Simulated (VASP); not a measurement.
Here is a VASP 6.6.1 calculation.

The input POSCAR:

```
SiO2
1.0
    4.3107444626      0.0000000000      0.0000000000
    0.0000000000      4.3107444626      0.0000000000
    0.0000000000      0.0000000000      2.6318110664
Si O
2 4
Direct
    0.0000000000      0.0000000000      0.0000000000
    0.5000000000      0.5000000000      0.5000000000
    0.3099557583      0.3099557583      0.0000000000
    0.1900442417      0.8099557583      0.5000000000
    0.8099557583      0.1900442417      0.5000000000
    0.6900442417      0.6900442417      0.0000000000
```

INCAR.step1

```
PREC = Accurate ; ENCUT = 520
ISMEAR = 0 ; SIGMA = 0.01
LREAL = False ; LASPH = True
NELM = 80 ; NBANDS = 25
GGA = PE ; ALGO = Normal
EDIFF = 1E-4 ; LWAVE = True
LCHARG = False
```

Contents of INCAR.step2:

```
PREC = Accurate ; ENCUT = 520
EDIFF = 1E-6 ; ISMEAR = 0
SIGMA = 0.01 ; LREAL = False
LASPH = True ; NELM = 80
ALGO = Normal ; ISIF = 2
LWAVE = False ; LCHARG = False
METAGGA = R2SCAN ; LMIXTAU = True
NBANDS = 25 ; ISTART = 1
```

The input KPOINTS:

```
regular mesh
0
Gamma
  6 6 10
```

Potentials or basis: VASP PAW PBE potentials, release 64 (Si, O).

Launch:

```sh
$ cat potpaw_PBE.64/Si/POTCAR potpaw_PBE.64/O/POTCAR > POTCAR
$ cp INCAR.step1 INCAR
$ mpirun -np 1 vasp_std > vasp.out
$ cp INCAR.step2 INCAR
$ mpirun -np 1 vasp_std > vasp.out
```

What does it give for the pressure?

-8.5 GPa.

What does it give for the largest force?

0.031 eV/Å.

Predict the band gap on the k mesh.

6.04 eV.

Stress tensor (GPa, compression positive):
```
-13.27   0.00   0.00
  0.00 -13.27   0.00
  0.00   0.00   1.12
```

Caveat: the cell differs from its parent crystal (epitaxial xy strain +3.0%); the cell stands under tension; the PAW data sets were made with another functional, which shifts forces and pressure a little. A k mesh can miss the band edges.
